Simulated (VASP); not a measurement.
Crystal: Zn.

```
Zn
1.0
     2.63391    0.00000    0.00000
    -1.31696    2.28104    0.00000
     0.00000    0.00000    4.89888
Zn
2
Cartesian
  1.3170 0.7603 3.6742
  0.0000 1.5207 1.2247
```

This cell differs from its parent crystal: volume scaled by 0.96.

Base run:

* Program: VASP 6.6.1
* Functional: PBEsol
* Potentials or basis: VASP PAW PBE potentials, release 64 (Zn)
* Cutoff: 520 eV
* k mesh: 11 × 11 × 6
* Occupations: fermi-dirac, width 0.05 eV
* Spin: no spin polarisation

Its results: band gap on the k mesh zero (band 12 reaches 4.90 eV, above the bottom of band 13 at 0.14 eV); pressure -2.4 GPa.

The run is repeated on the same cell with these changes: functional from PBEsol to r2SCAN; cutoff from 520 eV to 550 eV; occupations from fermi-dirac, width 0.05 eV to methfessel-paxton, width 0.025 eV. What comes out?

Band gap on the k mesh zero (band 12 reaches 4.97 eV, above the bottom of band 13 at 0.09 eV); pressure -1.5 GPa.

Caveats: the PAW data sets were made with another functional, which shifts forces and pressure a little.
